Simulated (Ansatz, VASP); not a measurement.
**Two plane-wave programs on Fe**

The input INCAR:

```
ALGO = Normal ; EDIFF = 1E-6
ENCUT = 690 ; GGA = RP
GGA_COMPAT = False ; ISIF = 2
ISMEAR = -1 ; LASPH = True
LCHARG = False ; LREAL = False
LWAVE = False ; NBANDS = 23
NELM = 120 ; PREC = Accurate
SIGMA = 0.1
```

Contents of KPOINTS:

```
k-points
0
Gamma
  12 12 12
```

POSCAR

```
Fe
1.0
    0.0000000000      2.3557845035      2.3557845035
    2.3557845035      0.0000000000      2.3557845035
    2.3557845035      2.3557845035      0.0000000000
Fe
2
Direct
    0.1250000000      0.1250000000      0.1250000000
    0.8750000000      0.8750000000      0.8750000000
```

Input for Ansatz:

```yaml
crystal:
  lattice:
    - [0.0, 2.3557845035, 2.3557845035]
    - [2.3557845035, 0.0, 2.3557845035]
    - [2.3557845035, 2.3557845035, 0.0]
  atoms:
    - { symbol: Fe, position: [0.125, 0.125, 0.125] }
    - { symbol: Fe, position: [0.875, 0.875, 0.875] }
hamiltonian:
  xc: rpbe
  pseudopotentials:
    kind: paw
    azcp:
      Fe: "pseudopotentials/Fe.paw.azcp"
basis:
  ecutwfc: 420
  fft_grid_basis: typed
kpoints:
  mp_grid: { grid: [12, 12, 12], shift: [0, 0, 0] }
magnetization:
  spin_polarized: false
scf:
  occupations: { method: fermi_dirac, width: 0.1 }
  lower_state_search: "off"
output:
  stress: true
  write_density: true
  write_potential: true
  elf: true
  volumetric_format: npy
```

Alike in both runs: task single point; functional RPBE; k mesh 12 × 12 × 12; occupations fermi-dirac, width 0.1 eV; no spin polarisation.

```csv
,VASP,Ansatz
version,VASP 6.6.1,Ansatz 0.2.0
potentials or method,"VASP PAW PBE potentials, release 64 (Fe_sv), cutoff 690 eV","plane waves (420 eV) with PAW, scalar-relativistic"
valence electrons in the cell,32,32
```

```csv
,VASP,Ansatz,Ansatz less VASP
pressure (GPa),23.0,24.3,+1.27
```

VASP's potentials were made for PBE, not for RPBE.
